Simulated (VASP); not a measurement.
Wanted: the native input for a VASP 6.6.1 run.

```yaml
Task: single point
Functional: PBE
Potentials_or_basis: VASP PAW PBE potentials, release 64 (Sn_d, Pb_d)
Cutoff: 520 eV
k_mesh: 4 × 4 × 4
Occupations: gaussian, width 0.1 eV
Spin: no spin polarisation
Dipole_correction: no
Further_INCAR_settings: ALGO = Fast; EDIFF = 1e-06; NBANDS = 51
```

The structure of SnPb2 lies in POSCAR:

```
SnPb2
1.0
    6.6080141179      0.0000000000      0.0000000000
    0.0000000000      6.6080141179      0.0000000000
    0.0000000000      0.0000000000      4.2562285100
Sn Pb
2 4
Direct
    0.0000000000      0.0000000000      0.0000000000
    0.5000000000      0.5000000000      0.5000000000
    0.3060000000      0.3060000000      0.0000000000
    0.1940000000      0.8060000000      0.5000000000
    0.6940000000      0.6940000000      0.0000000000
    0.8060000000      0.1940000000      0.5000000000
```

One way to write it, as run:

INCAR

```
SYSTEM = SnPb2
ALGO = Fast
EDIFF = 1E-6
ENCUT = 520
GGA = PE
ISIF = 2
ISMEAR = 0
LASPH = .True.
LCHARG = .True.
LELF = .True.
LREAL = .False.
LVHAR = .True.
LWAVE = .False.
NBANDS = 51
NELM = 80
PREC = Accurate
SIGMA = 0.1
```

KPOINTS

```
k-points
0
Gamma
  4 4 4
  0 0 0
```

Potentials or basis: VASP PAW PBE potentials, release 64 (Sn_d, Pb_d).

Run with:

```sh
$ cat potpaw_PBE.64/Sn_d/POTCAR potpaw_PBE.64/Pb_d/POTCAR > POTCAR
$ mpirun -np 1 vasp_std > vasp.out
```

It gave:

| Property | Result |
| --- | --- |
| Pressure | 13.0 GPa |
| Largest force | 0.771 eV/Å |
| Band gap on the k mesh | zero (bands 42 and 43 overlap by 2.02 eV) |

Caveat: the k points lie up to 0.37 Å⁻¹ apart, too coarse for converged energies and pressures of a metal; spin-orbit coupling is left out, which moves the levels of the heavy elements.

Wall time 120 s on 1 thread of AMD EPYC 9R45 96-Core Processor (Zen 5), with other jobs on the host, peak memory 0.31 GiB.
